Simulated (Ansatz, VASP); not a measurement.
## Co: VASP beside Ansatz

```
CELL_PARAMETERS angstrom
0.00000 1.73292 1.73292
1.73292 0.00000 1.73292
1.73292 1.73292 0.00000
ATOMIC_POSITIONS crystal
Co 0.00000 0.00000 0.00000
```

Change from the starting cell: volume scaled by 0.96.

Alike in both runs: task single point; functional PBE; k mesh 13 × 13 × 13; occupations fermi-dirac, width 0.05 eV; collinear spin.

|  | VASP | Ansatz |
| --- | --- | --- |
| version | VASP 6.6.1 | Ansatz 0.2.0 |
| potentials or method | VASP PAW PBE potentials, release 64 (Co), cutoff 520 eV | all-electron LAPW, scalar-relativistic |

VASP gave:

```
gap on the k mesh at the Fermi level (eV)                     : none
pressure (GPa)                                                : 10.3
net moment per atom (μB)                                      : 1.62
size of the moment on the site where the two differ most (μB) : 1.63
```

Question: Estimate Ansatz's values.

Answer: gap on the k mesh at the Fermi level (eV): none; pressure (GPa): 11.1; net moment per atom (μB): 1.63; size of the moment on the site where the two differ most (μB): 1.67.

Site moments also hang on the region over which each program counts them. A gap of «none» marks a metal or a gap that the smearing closes. Ansatz ran all-electron here, and VASP with PAW potentials.
